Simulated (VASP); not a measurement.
SiO2:

```
CELL_PARAMETERS angstrom
-2.37405 2.37405 3.74400
2.37405 -2.37405 3.74400
2.37405 2.37405 -3.74400
ATOMIC_POSITIONS crystal
Si 0.00000 0.00000 0.00000
Si 0.75000 0.25000 0.50000
O 0.99838 0.62500 0.87338
O 0.37500 0.24838 0.37338
O 0.75162 0.12500 0.12662
O 0.87500 0.00162 0.62662
```

Program: VASP 6.6.1. Alike in all runs: task single point; level r2SCAN; potentials or basis VASP PAW PBE potentials, release 64 (Si, O); no spin polarisation; cell as given; cutoff (eV) 520; smearing gaussian 0.02 eV.

Question: Order these runs on this cell by their band gap on the k mesh, lowest first.
A. k mesh 6 × 6 × 6, shifted
B. k mesh 8 × 8 × 8
C. k mesh 2 × 2 × 2, shifted
D. k mesh 4 × 4 × 4, shifted

Answer: B (6.69 eV), A (6.85 eV), D (7.04 eV), C (7.93 eV).

Caveats: some runs use coarse meshes; a shifted mesh leaves out Γ, where band edges can lie (at least some runs).

A k mesh can miss the band edges.
